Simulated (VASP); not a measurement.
# AlNi (NiAs type) (P6_3/mmc) in VASP: notebook

AlNi (NiAs type) is run at these levels: PBE; tasks: single point, relaxation of cell and atoms.

Program: VASP 6.6.1. These are calculated values, not measurements. Logs are shortened: lines on timing, memory, paths and dates and some standing lists are left out, and cuts for length are marked.

## (1) The cell of the first run

The structure is hexagonal, space group P6_3/mmc (No. 194). Conventional cell: a = 2.371 Å, b = 2.371 Å, c = 6.903 Å, α = 90.00°, β = 90.00°, γ = 120.00°. Ni (site symmetry -3m) has 6 Al at 2.20 Å and 6 Ni at 2.37 Å within 2.9 Å. Al (site symmetry -6m2) has 6 Ni at 2.20 Å and 6 Al at 2.37 Å within 2.9 Å.

## (2) Single point, PBE

Input file INCAR:

```
SYSTEM = AlNi
ALGO     = Normal         ! electronic algorithm
EDIFF    = 1E-6           ! SCF threshold, eV
ENCUT    = 590            ! plane-wave cutoff, eV
GGA      = PE             ! functional
GGA_COMPAT= .FALSE.      
ISIF     = 2              ! what is computed and relaxed
ISMEAR   = -1             ! smearing method
LASPH    = .TRUE.         ! aspherical terms in the spheres
LCHARG   = .TRUE.         ! write CHGCAR
LELF     = .TRUE.         ! ELF
LREAL    = .FALSE.        ! projectors in reciprocal space
LVHAR    = .TRUE.       
LWAVE    = .FALSE.        ! write WAVECAR
NBANDS   = 29             ! bands
NELM     = 120            ! most SCF steps
PREC     = Accurate       ! precision mode
SIGMA    = 0.05           ! smearing width, eV
```

Input file KPOINTS:

```
k-points
0
G
  12 12 7
  0 0 0
```

Input file POSCAR:

```
AlNi
1.0
    2.3708106257      0.0000000000      0.0000000000
   -1.1854053128      2.0531822295      0.0000000000
    0.0000000000      0.0000000000      6.9032411963
Ni Al
2 2
Direct
    0.0000000000      0.0000000000      0.0000000000
    0.0000000000      0.0000000000      0.5000000000
    0.3333333333      0.6666666667      0.2500000000
    0.6666666667      0.3333333333      0.7500000000
```

Potentials or basis: VASP PAW PBE potentials, release 64 (Ni_sv_GW, Al).

On the command line:

```console
$ cat potpaw_PBE.64/Ni_sv_GW/POTCAR potpaw_PBE.64/Al/POTCAR > POTCAR
$ mpirun -np 1 vasp_std > vasp.out
```

OUTCAR:

```text
SYSTEM = AlNi
   EDIFF = 1E-6
   ENCUT = 590
   GGA = PE
   ISIF = 2
   ISMEAR = -1
   LASPH = .TRUE.
   LREAL = .FALSE.
   NELM = 120
   PREC = Accurate

 ion  position               nearest neighbor table
   1  0.000  0.000  0.000-   3 2.20   4 2.20   4 2.20   3 2.20   4 2.20   3 2.20
   2  0.000  0.000  0.500-   3 2.20   4 2.20   4 2.20   3 2.20   4 2.20   3 2.20
   3  0.333  0.667  0.250-   1 2.20   2 2.20   1 2.20   2 2.20   1 2.20   2 2.20
   4  0.667  0.333  0.750-   1 2.20   2 2.20   1 2.20   2 2.20   1 2.20   2 2.20

  LATTYP: Found a hexagonal cell.
 ALAT       =     2.3708106257
 C/A-ratio  =     2.9117640698

  Lattice vectors:

 A1 = (   2.3708106257,   0.0000000000,   0.0000000000)
 A2 = (  -1.1854053128,   2.0531822295,   0.0000000000)
 A3 = (   0.0000000000,   0.0000000000,   6.9032411963)

Analysis of symmetry for initial positions (statically):
=====================================================================
 Subroutine PRICEL returns:
 Original cell was already a primitive cell.

 Routine SETGRP: Setting up the symmetry group for a
 hexagonal supercell.

 Subroutine GETGRP returns: Found 24 space group operations
 (whereof 12 operations were pure point group operations)
 out of a pool of 24 trial point group operations.

The static configuration has the point symmetry D_3d.
 The point group associated with its full space group is D_6h.

Analysis of symmetry for dynamics (positions and initial velocities):
=====================================================================
 Subroutine PRICEL returns:
 Original cell was already a primitive cell.

 Routine SETGRP: Setting up the symmetry group for a
 hexagonal supercell.

 Subroutine GETGRP returns: Found 24 space group operations
 (whereof 12 operations were pure point group operations)
 out of a pool of 24 trial point group operations.

The dynamic configuration has the point symmetry D_3d.
 The point group associated with its full space group is D_6h.

 Subroutine INISYM returns: Found 24 space group operations
 (whereof 12 operations are pure point group operations),
 and found     1 'primitive' translations

----------------------------------------------------------------------------------------

                                     Primitive cell

  volume of cell :      33.6030

  direct lattice vectors                    reciprocal lattice vectors
     2.370810626  0.000000000  0.000000000     0.421796659  0.243524414  0.000000000
    -1.185405313  2.053182229  0.000000000     0.000000000  0.487048829  0.000000000
     0.000000000  0.000000000  6.903241196     0.000000000  0.000000000  0.144859490

  length of vectors
     2.370810626  2.370810626  6.903241196     0.487048829  0.487048829  0.144859490

  position of ions in fractional coordinates (direct lattice)
     0.000000000  0.000000000  0.000000000
     0.000000000  0.000000000  0.500000000
     0.333333333  0.666666667  0.250000000
     0.666666667  0.333333333  0.750000000

  ion indices of the primitive-cell ions
   primitive index   ion index
                 1           1
                 2           2
                 3           3
                 4           4

----------------------------------------------------------------------------------------

 KPOINTS: k-points

Automatic generation of k-mesh.
 Grid dimensions read from file:
 generate k-points for:   12   12    7

 Generating k-lattice:

  Cartesian coordinates                     Fractional coordinates (reciprocal lattice)
     0.035149722  0.020293701  0.000000000     0.083333333  0.000000000  0.000000000
     0.000000000  0.040587402  0.000000000     0.000000000  0.083333333  0.000000000
     0.000000000  0.000000000  0.020694213     0.000000000  0.000000000  0.142857143

  Length of vectors
     0.040587402  0.040587402  0.020694213

  Shift w.r.t. Gamma in fractional coordinates (k-lattice)
     0.000000000  0.000000000  0.000000000

 Subroutine IBZKPT returns following result:
 ===========================================

 Found     76 irreducible k-points:

 Following reciprocal coordinates:
            Coordinates               Weight
  0.000000  0.000000  0.000000      1.000000
  0.083333  0.000000  0.000000      6.000000
  0.166667 -0.000000  0.000000      6.000000
  0.250000 -0.000000  0.000000      6.000000
  0.333333 -0.000000  0.000000      6.000000
  0.416667 -0.000000  0.000000      6.000000
[... 16 lines left out ...]
  0.250000 -0.000000  0.142857     12.000000
  0.333333 -0.000000  0.142857     12.000000
 [... further k-points ...]
   k-points           NKPTS =     76   k-points in BZ     NKDIM =     76   number of bands    NBANDS=     29
   number of dos      NEDOS =    301   number of ions     NIONS =      4
   total plane-waves  NPLWV =  22400
   dimension x,y,z NGX =    20 NGY =   20 NGZ =   56
   dimension x,y,z NGXF=    40 NGYF=   40 NGZF=  112
   ions per type =               2   2
   NGX,Y,Z   is equivalent  to a cutoff of  14.02, 14.02, 13.49 a.u.
   NGXF,Y,Z  is equivalent  to a cutoff of  28.05, 28.05, 26.97 a.u.
 SYSTEM =  AlNi
   PREC   = accura    normal or accurate (medium, high low for compatibility)
   ISTART =      0    job   : 0-new  1-cont  2-samecut
   ICHARG =      2    charge: 1-file 2-atom 10-const
   ISPIN  =      1    spin polarized calculation?
   LNONCOLLINEAR =      F non collinear calculations
   LSORBIT =      F    spin-orbit coupling
   LASPH  =      T    aspherical Exc in radial PAW
   ENCUT  =  590.0 eV  43.36 Ry    6.59 a.u.   4.70  4.70 13.67*2*pi/ulx,y,z
   NELM   =    120;   NELMIN=  2; NELMDL= -5     # of ELM steps
   EDIFF  = 0.1E-05   stopping-criterion for ELM
   LREAL  =      F    real-space projection
[... 7 lines left out ...]
   TEBEG  =    0.0;   TEEND  =   0.0 temperature during run
   PSTRESS=    0.0 pullay stress
   NELECT =      42.0000    total number of electrons
   NUPDOWN=      -1.0000    fix difference up-down
   EMIN   =  10.00;   EMAX   =-10.00  energy-range for DOS
   EFERMI =   0.00;   METHOD = LEGACY
   ISMEAR =    -1;   SIGMA  =   0.05  broadening in eV -4-tet -1-fermi 0-gaus
   EFERMI_NEDOS =   21; number of points for ismear=-14 and -15
   IALGO  =     38    algorithm
   IMIX   =      4    mixing-type and parameters
     AMIX     =   0.40;   BMIX     =  1.00
     AMIX_MAG =   1.60;   BMIX_MAG =  1.00
  volume/ion in A,a.u.               =       8.40        56.69
  Fermi-wavevector in a.u.,A,eV,Ry     =   1.763459  3.332455 42.311247  3.109789
  Thomas-Fermi vector in A             =   2.831631
   LORBIT       =      0    0 simple, 1 ext, 2 COOP (PROOUT), +10 PAW based schemes
   GGA     = PE    functional components
   LHFCALC =     F    Hartree Fock is set to
   AEXX    =    0.0000 exact exchange contribution
   IVDW    =     0    specifies the selected vdW correction
   LEPSILON=     F    determine dielectric tensor
   LRPA    =     F    only Hartree local field effects (RPA)
 non-spin polarized calculation
  energy-cutoff  :      590.00
  volume of cell :       33.60
 maximum number of plane-waves:      1125
 NGX is ok and might be reduce to    20
   NGX =  9   NGY =  9   NGZ = 27

 number of electron      41.9999953 magnetization

 Free energy of the ion-electron system (eV)
  ---------------------------------------------------
  ext. energy  EPLUGINS =         0.00000000
  ---------------------------------------------------
  free energy    TOTEN  =       -17.03050370 eV

  energy without entropy =      -17.02388244  energy(sigma->0) =      -17.02719307

 E-fermi :  14.4012     XC(G=0): -14.2527

 val. band max:       14.3538646737   @ k =   0.4167   0.1667   0.4286
 cond. band min:      14.4171496043   @ k =   0.4167   0.0833   0.4286
 fundamental gap:      0.0632849306
 Fermi energy:        14.4011939419

 k-point     1 :       0.0000    0.0000    0.0000
  band No.  band energies     occupation
      1     -89.7171      2.00000
      2     -89.7163      2.00000
      3     -50.4256      2.00000
      4     -50.4204      2.00000
      5     -49.8682      2.00000
      6     -49.8682      2.00000
[... 21 lines left out ...]
     28      31.6426      0.00000
     29      32.1600      0.00000

 k-point     2 :       0.0833    0.0000    0.0000
  band No.  band energies     occupation
      1     -89.7135      2.00000
      2     -89.7132      2.00000
      3     -50.4224      2.00000
      4     -50.4177      2.00000
      5     -49.8873      2.00000
      6     -49.8872      2.00000
[... 21 lines left out ...]
     28      31.1536      0.00000
     29      32.1402      0.00000

 k-point     3 :       0.1667   -0.0000    0.0000
  band No.  band energies     occupation
      1     -89.7051      2.00000
      2     -89.7050      2.00000
      3     -50.4144      2.00000
      4     -50.4100      2.00000
      5     -49.9420      2.00000
      6     -49.9418      2.00000
[... 21 lines left out ...]
     28      30.1088      0.00000
     29      30.3278      0.00000

 k-point     4 :       0.2500   -0.0000    0.0000
  band No.  band energies     occupation
      1     -89.6941      2.00000
      2     -89.6939      2.00000
      3     -50.4037      2.00000
      4     -50.3996      2.00000
      5     -50.0162      2.00000
      6     -50.0161      2.00000
[... 21 lines left out ...]
     28      27.2687      0.00000
     29      29.6334      0.00000

 k-point     5 :       0.3333   -0.0000    0.0000
  band No.  band energies     occupation
      1     -89.6831      2.00000
      2     -89.6827      2.00000
      3     -50.3927      2.00000
      4     -50.3895      2.00000
      5     -50.0901      2.00000
      6     -50.0900      2.00000
[... 21 lines left out ...]
     28      26.8278      0.00000
     29      27.9025      0.00000
[... 510 lines left out ...]
     28      31.0567      0.00000
     29      32.4334      0.00000

 k-point    22 :       0.1667   -0.0000    0.1429
  band No.  band energies     occupation
      1     -89.7052      2.00000
      2     -89.7050      2.00000
      3     -50.4140      2.00000
      4     -50.4102      2.00000
      5     -49.9420      2.00000
      6     -49.9420      2.00000
[... 21 lines left out ...]
     28      30.1818      0.00000
     29      30.2634      0.00000

 k-point    23 :       0.2500   -0.0000    0.1429
  band No.  band energies     occupation
      1     -89.6938      2.00000
      2     -89.6938      2.00000
      3     -50.4031      2.00000
      4     -50.3997      2.00000
      5     -50.0161      2.00000
      6     -50.0160      2.00000
[... 21 lines left out ...]
     28      27.3400      0.00000
     29      29.4141      0.00000

 k-point    24 :       0.3333   -0.0000    0.1429
  band No.  band energies     occupation
      1     -89.6828      2.00000
      2     -89.6826      2.00000
      3     -50.3922      2.00000
      4     -50.3894      2.00000
      5     -50.0899      2.00000
      6     -50.0899      2.00000
[... 21 lines left out ...]
     28      26.6928      0.00000
     29      27.6046      0.00000

 [... further k-points ...]
[... 5 lines left out ...]
  --------------------------------------------------------------------------------------
  -------------------------------------------------------------------------------------
  Total       28.9090303     28.9090303     28.9000274      0.0000000      0.0000000      0.0000000
  in kB     1378.3728068   1378.3728069   1377.9435546      0.0000000      0.0000000      0.0000000
  external PRESSURE =    1378.2297227 kB  Pullay stress =       0.0000000 kB

 VOLUME and BASIS-vectors are now :
 -----------------------------------------------------------------------------
  energy-cutoff  :      590.00
  volume of cell :       33.60
      direct lattice vectors                 reciprocal lattice vectors
     2.370810626  0.000000000  0.000000000     0.421796659  0.243524414  0.000000000
    -1.185405313  2.053182229  0.000000000     0.000000000  0.487048829  0.000000000
     0.000000000  0.000000000  6.903241196     0.000000000  0.000000000  0.144859490

 POSITION                                       TOTAL-FORCE (eV/Angst)
 -----------------------------------------------------------------------------------
      0.00000      0.00000      0.00000         0.000000      0.000000      0.000000
      0.00000      0.00000      3.45162         0.000000      0.000000      0.000000
     -0.00000      1.36879      1.72581         0.000000      0.000000     -0.000000
      1.18541      0.68439      5.17743        -0.000000     -0.000000     -0.000000
 -----------------------------------------------------------------------------------
    total drift:                               -0.000000      0.000000      0.000000

  FREE ENERGIE OF THE ION-ELECTRON SYSTEM (eV)
  ---------------------------------------------------
  free  energy   TOTEN  =       -17.0305037031 eV

  energy  without entropy=      -17.0238824441  energy(sigma->0) =      -17.02719307
```

Wall time 2.2 min (1 thread of Intel Xeon 6975P-C (Granite Rapids), shared host); peak memory 0.23 GiB.

What came out:

```yaml
Free_energy: -17.0305 eV
Pressure: 137.8 GPa
Band_gap_on_the_k_mesh: zero (band 21 reaches 15.37 eV, above the bottom of band 22 at 12.33 eV)
```

Spin polarisation is off, so any magnetic state and its effect on volume and gap are missing.

## (3) Relaxation of cell and atoms, PBE, target pressure 140 GPa, at which the enthalpy is minimised

This run uses another cell than the first one, of 8.89 Å³/atom, 1.058 times its volume.

Input file INCAR:

```
PREC = Accurate
ENCUT = 600
EDIFF = 1E-6
ISMEAR = -1
SIGMA = 0.05
LREAL = False
LASPH = True
NELM = 80
ALGO = Normal
ISIF = 3
LWAVE = False
LCHARG = False
GGA = PE
IBRION = 2
NSW = 60
EDIFFG = -0.005
PSTRESS = 1400.0
```

Input file KPOINTS:

```
regular mesh
0
Gamma
  12 12 7
```

Input file POSCAR:

```
AlNi
1.0
    2.9809313599      0.0000000000      0.0000000000
   -1.4904656799      2.5815622846      0.0000000000
    0.0000000000      0.0000000000      4.6204436078
Ni Al
2 2
Direct
    0.0000000000      0.0000000000      0.0000000000
    0.0000000000      0.0000000000      0.5000000000
    0.3333333333      0.6666666667      0.2500000000
    0.6666666667      0.3333333333      0.7500000000
```

Potentials or basis: VASP PAW PBE potentials, release 64 (Ni, Al).

On the command line:

```console
$ cat potpaw_PBE.64/Ni/POTCAR potpaw_PBE.64/Al/POTCAR > POTCAR
$ mpirun -np 1 vasp_std > vasp.out
```

It took 4.6 min on 1 thread of Intel Xeon Platinum 8488C (Sapphire Rapids), shared host; peak memory 0.2 GiB.

It converged, with:

* Free energy: -15.1633 eV
* Relaxed volume: 8.40 Å³/atom
* Relaxed cell: a = 2.372 Å, b = 2.372 Å, c = 6.896 Å, α = 90.00°, β = 90.00°, γ = 120.00°
* Space group after relaxing (to 0.05 Å): P6_3/mmc (No. 194)
* Energy change on relaxing (the enthalpy is what falls): -472.9 meV/atom
* Ionic steps: 21
* Pressure after relaxing: 140.0 GPa
* Band gap on the k mesh: zero (band 13 reaches 16.40 eV, above the bottom of band 14 at 13.35 eV)

Stress tensor (GPa, compression positive):
```
140.00   0.00   0.00
  0.00 140.00   0.00
  0.00   0.00 139.92
```

The path:
| step | energy change (eV) | largest force (eV/Å) | pressure (GPa) | volume (Å³) |
| --- | --- | --- | --- | --- |
| 1 | 0.0000 | 0.0000 | 147.11 | 35.56 |
| 2 | -1.6993 | 0.0000 | 113.73 | 37.62 |
| 3 | -0.5191 | 0.0000 | 136.98 | 36.13 |
| 4 | -0.4502 | 0.0000 | 137.64 | 36.01 |
| 5 | -0.2199 | 0.0000 | 141.71 | 35.52 |
| 6 | 0.1979 | 0.0000 | 157.19 | 34.08 |
| 7 | 2.7496 | 0.0000 | 241.69 | 29.62 |
| 8 | 3.1270 | 0.0000 | 250.04 | 29.36 |
| 9 | 2.4844 | 0.0000 | 235.80 | 29.78 |
| 10 | 0.7353 | 0.0000 | 197.59 | 31.08 |
| 11 | -2.0521 | 0.0000 | 136.24 | 33.78 |
| 12 | -1.8923 | 0.0000 | 139.88 | 33.60 |
| 13 | -1.8146 | 0.0000 | 141.58 | 33.51 |
| 14 | -1.8155 | 0.0000 | 141.50 | 33.51 |
| 15 | -1.8181 | 0.0000 | 141.34 | 33.51 |
| 16 | -1.8230 | 0.0000 | 141.49 | 33.52 |
| 17 | -1.8514 | 0.0000 | 140.86 | 33.55 |
| 18 | -1.8898 | 0.0000 | 140.00 | 33.59 |
| 19 | -1.8911 | 0.0000 | 139.99 | 33.60 |
| 20 | -1.8912 | 0.0000 | 139.97 | 33.60 |
| 21 | -1.8915 | 0.0000 | 139.97 | 33.60 |

Final structure:
```
Ni Al
1.0
     2.37175    0.00000    0.00000
    -1.18587    2.05399    0.00000
     0.00000    0.00000    6.89630
Ni Al
2 2
Direct
  0.00000 0.00000 0.00000
  0.00000 0.00000 0.50000
  0.33333 0.66667 0.25000
  0.66667 0.33333 0.75000
```

Levels at points of the mesh, in eV from the Fermi level:
```csv
k point,band 10,band 11,band 12,band 13,band 14,band 15,band 16,band 17
"(0.00, 0.00, 0.00)",-2.70,-2.15,-2.15,-2.04,-2.04,3.68,10.52,15.82
"(0.50, 0.00, 0.00)",-2.62,-1.88,-0.69,-0.69,0.77,2.47,4.16,4.94
```

Caveat: the cell is relaxed towards a set pressure, so the enthalpy falls and the energy may rise.
